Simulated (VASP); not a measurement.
# Ti3B (I4/mmm) in VASP: notebook

The runs below take Ti3B through single point, relaxation of cell and atoms, with PBE.

Everything below comes from runs of VASP 6.6.1. Logs are shortened: lines on timing, memory, paths and dates and some standing lists are left out, and cuts for length are marked.

### 1 The cell of the first run

The structure is tetragonal, space group I4/mmm (No. 139). Conventional cell: a = 3.656 Å, b = 3.656 Å, c = 8.202 Å, α = 90.00°, β = 90.00°, γ = 90.00°. Within 3.4 Å of Ti (site symmetry 4/mmm) lie 4 B at 2.59 Å and 8 Ti at 2.75 Å. Ti (site symmetry -4m2) has 8 Ti at 2.59 to 2.75 Å and 4 B at 2.75 Å within 3.4 Å. Within 3.4 Å of B (site symmetry 4/mmm) lie 12 Ti at 2.59 to 2.75 Å.

### 2 Single point, PBE

INCAR reads:

```
PREC = Accurate
ENCUT = 520
EDIFF = 1E-6
ISMEAR = 0
SIGMA = 0.1
LREAL = F
LASPH = T
NELM = 80
ALGO = Normal
ISIF = 2
LWAVE = F
LCHARG = F
GGA = PE
NBANDS = 28
```

KPOINTS reads:

```
regular mesh
0
Gamma
  6 6 6
```

POSCAR reads:

```
Ti3B
1.0
   -1.8281506842      1.8281506842      4.1010824554
    1.8281506842     -1.8281506842      4.1010824554
    1.8281506842      1.8281506842     -4.1010824554
Ti B
3 1
Direct
    0.5000000000      0.5000000000      0.0000000000
    0.2500000000      0.7500000000      0.5000000000
    0.7500000000      0.2500000000      0.5000000000
    0.0000000000      0.0000000000      0.0000000000
```

Potentials or basis: VASP PAW PBE potentials, release 64 (Ti_sv, B).

Launch:

```sh
$ cat potpaw_PBE.64/Ti_sv/POTCAR potpaw_PBE.64/B/POTCAR > POTCAR
$ mpirun -np 1 vasp_std > vasp.out
```

OUTCAR:

```text
PREC = Accurate
   ENCUT = 520
   EDIFF = 1E-6
   ISMEAR = 0
   LREAL = F
   LASPH = T
   NELM = 80
   ISIF = 2
   GGA = PE

 ion  position               nearest neighbor table
   1  0.500  0.500  0.000-   2 2.75   3 2.75   2 2.75   3 2.75   2 2.75   3 2.75   2 2.75   3 2.75

   2  0.250  0.750  0.500-   3 2.59   3 2.59   3 2.59   3 2.59   1 2.75   1 2.75   1 2.75   1 2.75

   3  0.750  0.250  0.500-   2 2.59   2 2.59   2 2.59   2 2.59   1 2.75   1 2.75   1 2.75   1 2.75

   4  0.000  0.000  0.000-

  LATTYP: Found a body centered tetragonal cell.
 ALAT       =     3.6563013684
 C/A-ratio  =     2.2432956380

  Lattice vectors:

 A1 = (  -1.8281506842,   1.8281506842,   4.1010824554)
 A2 = (   1.8281506842,  -1.8281506842,   4.1010824554)
 A3 = (   1.8281506842,   1.8281506842,  -4.1010824554)

Analysis of symmetry for initial positions (statically):
=====================================================================
 Subroutine PRICEL returns:
 Original cell was already a primitive cell.

 Routine SETGRP: Setting up the symmetry group for a
 body centered tetragonal supercell.

 Subroutine GETGRP returns: Found 16 space group operations
 (whereof 16 operations were pure point group operations)
 out of a pool of 16 trial point group operations.

The static configuration has the point symmetry D_4h.

Analysis of symmetry for dynamics (positions and initial velocities):
=====================================================================
 Subroutine PRICEL returns:
 Original cell was already a primitive cell.

 Routine SETGRP: Setting up the symmetry group for a
 body centered tetragonal supercell.

 Subroutine GETGRP returns: Found 16 space group operations
 (whereof 16 operations were pure point group operations)
 out of a pool of 16 trial point group operations.

The dynamic configuration has the point symmetry D_4h.

 Subroutine INISYM returns: Found 16 space group operations
 (whereof 16 operations are pure point group operations),
 and found     1 'primitive' translations

----------------------------------------------------------------------------------------

                                     Primitive cell

  volume of cell :      54.8255

  direct lattice vectors                    reciprocal lattice vectors
    -1.828150684  1.828150684  4.101082455     0.000000000  0.273500431  0.121919031
     1.828150684 -1.828150684  4.101082455     0.273500431  0.000000000  0.121919031
     1.828150684  1.828150684 -4.101082455     0.273500431  0.273500431  0.000000000

  length of vectors
     4.848004451  4.848004451  4.848004451     0.299444045  0.299444045  0.386788019

  position of ions in fractional coordinates (direct lattice)
     0.500000000  0.500000000  0.000000000
     0.250000000  0.750000000  0.500000000
     0.750000000  0.250000000  0.500000000
     0.000000000  0.000000000  0.000000000

  ion indices of the primitive-cell ions
   primitive index   ion index
                 1           1
                 2           2
                 3           3
                 4           4

----------------------------------------------------------------------------------------

 KPOINTS: regular mesh

Automatic generation of k-mesh.
 Grid dimensions read from file:
 generate k-points for:    6    6    6

 Generating k-lattice:

  Cartesian coordinates                     Fractional coordinates (reciprocal lattice)
     0.000000000  0.045583405  0.020319839     0.166666667  0.000000000  0.000000000
     0.045583405  0.000000000  0.020319839     0.000000000  0.166666667  0.000000000
     0.045583405  0.045583405  0.000000000     0.000000000  0.000000000  0.166666667

  Length of vectors
     0.049907341  0.049907341  0.064464670

  Shift w.r.t. Gamma in fractional coordinates (k-lattice)
     0.000000000  0.000000000  0.000000000

 Subroutine IBZKPT returns following result:
 ===========================================

 Found     30 irreducible k-points:

 Following reciprocal coordinates:
            Coordinates               Weight
  0.000000  0.000000  0.000000      1.000000
  0.166667 -0.000000  0.000000      8.000000
  0.333333 -0.000000  0.000000      8.000000
  0.500000  0.000000  0.000000      4.000000
  0.166667  0.166667  0.000000      8.000000
  0.333333  0.166667  0.000000     16.000000
[... 16 lines left out ...]
 -0.333333 -0.333333  0.166667      8.000000
 -0.166667 -0.333333  0.166667      8.000000
 [... further k-points ...]
   k-points           NKPTS =     30   k-points in BZ     NKDIM =     30   number of bands    NBANDS=     28
   number of dos      NEDOS =    301   number of ions     NIONS =      4
   total plane-waves  NPLWV =  46656
   dimension x,y,z NGX =    36 NGY =   36 NGZ =   36
   dimension x,y,z NGXF=    72 NGYF=   72 NGZF=   72
   ions per type =               3   1
   NGX,Y,Z   is equivalent  to a cutoff of  12.34, 12.34, 12.34 a.u.
   NGXF,Y,Z  is equivalent  to a cutoff of  24.69, 24.69, 24.69 a.u.
 SYSTEM =  unknown system
   PREC   = accura    normal or accurate (medium, high low for compatibility)
   ISTART =      0    job   : 0-new  1-cont  2-samecut
   ICHARG =      2    charge: 1-file 2-atom 10-const
   ISPIN  =      1    spin polarized calculation?
   LNONCOLLINEAR =      F non collinear calculations
   LSORBIT =      F    spin-orbit coupling
   LASPH  =      T    aspherical Exc in radial PAW
   ENCUT  =  520.0 eV  38.22 Ry    6.18 a.u.   9.01  9.01  9.01*2*pi/ulx,y,z
   NELM   =     80;   NELMIN=  2; NELMDL= -5     # of ELM steps
   EDIFF  = 0.1E-05   stopping-criterion for ELM
   LREAL  =      F    real-space projection
   EDIFFG = 0.1E-04   stopping-criterion for IOM
   NSW    =      0    number of steps for IOM
   IBRION =     -1    ionic relax: 0-MD 1-quasi-New 2-CG
   NFREE  =      0    steps in history (QN), initial steepest desc. (CG)
   ISIF   =      2    stress and relaxation
   ISYM   =      2    0-nonsym 1-usesym 2-fastsym
   POTIM  = 0.5000    time-step for ionic-motion
   TEBEG  =    0.0;   TEEND  =   0.0 temperature during run
   PSTRESS=    0.0 pullay stress
   NELECT =      39.0000    total number of electrons
   NUPDOWN=      -1.0000    fix difference up-down
   EMIN   =  10.00;   EMAX   =-10.00  energy-range for DOS
   EFERMI =   0.00;   METHOD = LEGACY
   ISMEAR =     0;   SIGMA  =   0.10  broadening in eV -4-tet -1-fermi 0-gaus
   EFERMI_NEDOS =   21; number of points for ismear=-14 and -15
   IALGO  =     38    algorithm
   IMIX   =      4    mixing-type and parameters
     AMIX     =   0.40;   BMIX     =  1.00
     AMIX_MAG =   1.60;   BMIX_MAG =  1.00
  volume/ion in A,a.u.               =      13.71        92.50
  Fermi-wavevector in a.u.,A,eV,Ry     =   1.461399  2.761644 29.057796  2.135688
  Thomas-Fermi vector in A             =   2.577735
   LORBIT       =      0    0 simple, 1 ext, 2 COOP (PROOUT), +10 PAW based schemes
   GGA     = PE    functional components
   LHFCALC =     F    Hartree Fock is set to
   AEXX    =    0.0000 exact exchange contribution
   IVDW    =     0    specifies the selected vdW correction
   LEPSILON=     F    determine dielectric tensor
   LRPA    =     F    only Hartree local field effects (RPA)
 non-spin polarized calculation
 Gauss-broadening in eV      SIGMA  =   0.10
  energy-cutoff  :      520.00
  volume of cell :       54.83
 maximum number of plane-waves:      1508
   NGX = 17   NGY = 17   NGZ = 17

 number of electron      39.0000008 magnetization

 Free energy of the ion-electron system (eV)
  ---------------------------------------------------
  ext. energy  EPLUGINS =         0.00000000
  ---------------------------------------------------
  free energy    TOTEN  =       -30.13365406 eV

  energy without entropy =      -30.11441442  energy(sigma->0) =      -30.12403424

 E-fermi :   8.7508     XC(G=0): -11.9593

 val. band max:        8.7296292720   @ k =  -0.3333   0.5000   0.1667
 cond. band min:       8.7570508477   @ k =   0.1667  -0.0000   0.0000
 fundamental gap:      0.0274215757
 Fermi energy:         8.7508431830

 k-point     1 :       0.0000    0.0000    0.0000
  band No.  band energies     occupation
      1     -47.8230      2.00000
      2     -47.6006      2.00000
      3     -47.4055      2.00000
      4     -24.4053      2.00000
      5     -24.2418      2.00000
      6     -24.2418      2.00000
[... 20 lines left out ...]
     27      12.1530      0.00000
     28      12.8566      0.00000

 k-point     2 :       0.1667   -0.0000    0.0000
  band No.  band energies     occupation
      1     -47.8033      2.00000
      2     -47.6000      2.00000
      3     -47.4254      2.00000
      4     -24.3858      2.00000
      5     -24.2038      2.00000
      6     -24.2027      2.00000
[... 20 lines left out ...]
     27      12.1889      0.00000
     28      12.7103      0.00000

 k-point     3 :       0.3333   -0.0000    0.0000
  band No.  band energies     occupation
      1     -47.7595      2.00000
      2     -47.5893      2.00000
      3     -47.4789      2.00000
      4     -24.3144      2.00000
      5     -24.2028      2.00000
      6     -24.1350      2.00000
[... 20 lines left out ...]
     27      11.9466      0.00000
     28      12.6128      0.00000

 k-point     4 :       0.5000    0.0000    0.0000
  band No.  band energies     occupation
      1     -47.7354      2.00000
      2     -47.5548      2.00000
      3     -47.5370      2.00000
      4     -24.2956      2.00000
      5     -24.1425      2.00000
      6     -24.1118      2.00000
[... 578 lines left out ...]
     27      11.8187      0.00000
     28      12.6331      0.00000

 k-point    23 :      -0.3333   -0.3333    0.1667
  band No.  band energies     occupation
      1     -47.7479      2.00000
      2     -47.6382      2.00000
      3     -47.4427      2.00000
      4     -24.3708      2.00000
      5     -24.2345      2.00000
      6     -24.1918      2.00000
[... 20 lines left out ...]
     27      12.2696      0.00000
     28      12.4685      0.00000

 k-point    24 :      -0.1667   -0.3333    0.1667
  band No.  band energies     occupation
      1     -47.7774      2.00000
      2     -47.6266      2.00000
      3     -47.4255      2.00000
      4     -24.2948      2.00000
      5     -24.2767      2.00000
      6     -24.2706      2.00000
[... 20 lines left out ...]
     27      12.2494      0.00000
     28      12.7321      0.00000

 [... further k-points ...]
[... 5 lines left out ...]
  --------------------------------------------------------------------------------------
  -------------------------------------------------------------------------------------
  Total       -0.0639655     -0.0639655     -0.1081774      0.0000000      0.0000000      0.0000000
  in kB       -1.8692795     -1.8692795     -3.1612924      0.0000000      0.0000000      0.0000000
  external PRESSURE =      -2.2999505 kB  Pullay stress =       0.0000000 kB

 VOLUME and BASIS-vectors are now :
 -----------------------------------------------------------------------------
  energy-cutoff  :      520.00
  volume of cell :       54.83
      direct lattice vectors                 reciprocal lattice vectors
    -1.828150684  1.828150684  4.101082455     0.000000000  0.273500431  0.121919031
     1.828150684 -1.828150684  4.101082455     0.273500431  0.000000000  0.121919031
     1.828150684  1.828150684 -4.101082455     0.273500431  0.273500431  0.000000000

 POSITION                                       TOTAL-FORCE (eV/Angst)
 -----------------------------------------------------------------------------------
      0.00000      0.00000      4.10108        -0.000000     -0.000000      0.000000
      1.82815     -0.00000      2.05054         0.000000      0.000000     -0.000000
     -0.00000      1.82815      2.05054        -0.000000      0.000000     -0.000000
      0.00000      0.00000      0.00000        -0.000000     -0.000000      0.000000
 -----------------------------------------------------------------------------------
    total drift:                               -0.000000      0.000000     -0.000000

  FREE ENERGIE OF THE ION-ELECTRON SYSTEM (eV)
  ---------------------------------------------------
  free  energy   TOTEN  =       -30.1336540553 eV

  energy  without entropy=      -30.1144144168  energy(sigma->0) =      -30.12403424
```

Wall time 30 s (1 thread of Intel Xeon 6975P-C (Granite Rapids), shared host); peak memory 0.21 GiB.

What came out:

```yaml
Free_energy: -30.1337 eV
Pressure: -0.2 GPa
Band_gap_on_the_k_mesh: zero (an odd number of electrons rules out a gap without spin polarisation)
```

Stress tensor (GPa, compression positive):
```
-0.19  0.00  0.00
 0.00 -0.19  0.00
 0.00  0.00 -0.32
```

Levels at points of the mesh, in eV from the Fermi level:
```
           k point  band 17  band 18  band 19  band 20  band 21  band 22
(0.00, 0.00, 0.00)    -1.42    -1.35    -0.22     0.19     0.59     0.59
(0.50, 0.00, 0.00)    -1.48    -0.70    -0.33     0.86     0.98     1.00
(0.50, 0.50, 0.00)    -1.64    -1.55    -0.36     0.35     0.47     0.64
(0.50, 0.50, 0.50)    -1.35    -1.35    -1.07     0.12     0.68     0.68
```

(Part 1 of 3 ends here.)
